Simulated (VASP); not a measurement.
Ta, 1 atom in the cell. The structure is cubic, space group Im-3m (No. 229). Conventional cell: a = 2.665 Å, b = 2.665 Å, c = 2.665 Å, α = 90.00°, β = 90.00°, γ = 90.00°. Ta (site symmetry m-3m) has 14 Ta at 2.31 to 2.67 Å within 3.1 Å.  This cell differs from its parent crystal: volume scaled by 0.55.

| Item | Value |
| --- | --- |
| Program | VASP 6.6.1 |
| Task | density of states |
| Functional | LDA |
| Potentials or basis | VASP PAW LDA potentials, release 64 (Ta_pv) |
| Cutoff | 520 eV |
| k mesh | 16 × 16 × 16 |
| Occupations | fermi-dirac, width 0.05 eV |
| Spin | no spin polarisation |
| Dipole correction | no |
| k mesh for the DOS | 24 × 24 × 24 |
| Occupations for the DOS | tetrahedron |
| Further INCAR settings | ALGO = Normal; EDIFF = 1e-07 |

Potentials or basis: VASP PAW LDA potentials, release 64 (Ta_pv).

Run with:

```console
$ cat potpaw_LDA.64/Ta_pv/POTCAR > POTCAR
$ cp INCAR.step1 INCAR
$ cp KPOINTS.step1 KPOINTS
$ mpirun -np 1 vasp_std > vasp.out
$ cp INCAR.step2 INCAR
$ cp KPOINTS.step2 KPOINTS
$ mpirun -np 1 vasp_std > vasp.out
```

Hardware: 1 thread of Intel(R) Xeon(R) Platinum 8488C (Sapphire Rapids), with other jobs on the host.

Task: How long does it take, and how much memory?

Result: It took 33 s on 1 thread of Intel(R) Xeon(R) Platinum 8488C (Sapphire Rapids), on a shared host, peak memory 0.17 GiB. Counts: k points 413.
